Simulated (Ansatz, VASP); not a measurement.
# Te2Mo: VASP beside Ansatz

File INCAR:

```
SYSTEM = Te2Mo
PREC     = Accurate       ! precision mode
ENCUT    = 520            ! plane-wave cutoff, eV
EDIFF    = 1E-7           ! SCF threshold, eV
ISMEAR   = -1             ! smearing method
SIGMA    = 0.05           ! smearing width, eV
LREAL    = .False.        ! projectors in reciprocal space
LASPH    = .True.         ! aspherical terms in the spheres
NELM     = 60             ! most SCF steps
ALGO     = Normal         ! electronic algorithm
ISIF     = 2              ! what is computed and relaxed
LWAVE    = .False.        ! write WAVECAR
LCHARG   = .True.         ! write CHGCAR
LELF     = .True.         ! ELF
LVHAR    = .True.       
NBANDS   = 35             ! bands
```

Contents of KPOINTS:

```
regular mesh
0
Gamma
  9 9 2
  0 0 0
```

The input POSCAR:

```
Te2Mo
1.0
    3.6302210686      0.0000000000      0.0000000000
   -1.8151105343      3.1438636667      0.0000000000
    0.0000000000      0.0000000000     25.2978812835
Te Mo
4 2
Direct
    0.3333333333      0.6666666667      0.2236394800
    0.6666666667      0.3333333333      0.9206288600
    0.6666666667      0.3333333333      0.7763605200
    0.3333333333      0.6666666667      0.0793711400
    0.6666666667      0.3333333333      0.1515414900
    0.3333333333      0.6666666667      0.8484585100
```

The input input.yaml:

```yaml
crystal:
  lattice:
    - [3.6302210686, 0.0, 0.0]
    - [-1.8151105343, 3.1438636667, 0.0]
    - [0.0, 0.0, 25.2978812835]
  atoms:
    - { symbol: Te, position: [0.3333333333, 0.6666666667, 0.22363948] }
    - { symbol: Te, position: [0.6666666667, 0.3333333333, 0.92062886] }
    - { symbol: Te, position: [0.6666666667, 0.3333333333, 0.77636052] }
    - { symbol: Te, position: [0.3333333333, 0.6666666667, 0.07937114] }
    - { symbol: Mo, position: [0.6666666667, 0.3333333333, 0.15154149] }
    - { symbol: Mo, position: [0.3333333333, 0.6666666667, 0.84845851] }
kpoints:
  mp_grid: { grid: [9, 9, 2] }
scf:
  occupations: { method: fermi_dirac, width: 0.05 }
hamiltonian:
  xc: lda
  pseudopotentials: { kind: all_electron, lapw: { basis_error: 0.002 } }
output:
  forces: true
  stress: true
  eigenvalues: true
```

Change from the starting cell: volume scaled by 1.06.

Alike in both runs: task single point; functional LDA; k mesh 9 × 9 × 2; occupations fermi-dirac, width 0.05 eV; no spin polarisation.

|  | VASP | Ansatz |
| --- | --- | --- |
| version | VASP 6.6.1 | Ansatz 0.2.0 |
| potentials or method | VASP PAW LDA potentials, release 64 (Te, Mo_sv), cutoff 520 eV | all-electron LAPW, scalar-relativistic |

Ansatz gave:

* gap on the k mesh at the Fermi level (eV): 0.94
* least direct gap on the mesh (eV): 0.94
* rms of the force components (eV/Å): 0.510

Question: What did VASP give for the same quantities?

Answer: gap on the k mesh at the Fermi level (eV): 0.94; least direct gap on the mesh (eV): 0.94; rms of the force components (eV/Å): 0.491.

LDA's correlation is that of Perdew and Zunger in VASP and of Perdew and Wang (1992) in Ansatz. Atom by atom the forces differ by 0.019 eV/Å (rms over components). Ansatz ran all-electron here, and VASP with PAW potentials.

Spin-orbit coupling is off throughout.
